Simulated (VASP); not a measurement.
Wanted: the native input for a VASP 6.6.1 run.

```yaml
Task: single point
Functional: PBE
Potentials_or_basis: VASP PAW PBE potentials, release 64 (Ta_pv)
Cutoff: 520 eV
k_mesh: 11 × 11 × 11
Occupations: fermi-dirac, width 0.05 eV
Spin: no spin polarisation
Dipole_correction: no
Further_INCAR_settings: ALGO = Normal; EDIFF = 1e-06; NBANDS = 12
```

The structure of Ta lies in POSCAR:

```
Ta
1.0
   -1.6528935429      1.6528935429      1.6528935429
    1.6528935429     -1.6528935429      1.6528935429
    1.6528935429      1.6528935429     -1.6528935429
Ta
1
Direct
    0.0000000000      0.0000000000      0.0000000000
```

These files were run (other wordings do the same):

INCAR

```
ALGO = Normal
EDIFF = 1E-6
ENCUT = 520
GGA = PE
ISIF = 2
ISMEAR = -1
LASPH = T
LCHARG = F
LREAL = F
LWAVE = F
NBANDS = 12
NELM = 80
PREC = Accurate
SIGMA = 0.05
```

KPOINTS

```
k-points
0
Gamma
  11 11 11
```

Potentials or basis: VASP PAW PBE potentials, release 64 (Ta_pv).

Launch:

```bash
$ cat potpaw_PBE.64/Ta_pv/POTCAR > POTCAR
$ mpirun -np 1 vasp_std > vasp.out
```

It gave:

```
Pressure : 2.1 GPa
```

It took 7.4 s on 1 thread of Intel(R) Xeon(R) Platinum 8375C CPU @ 2.90GHz (Ice Lake) (shared host), peak memory 0.14 GiB.
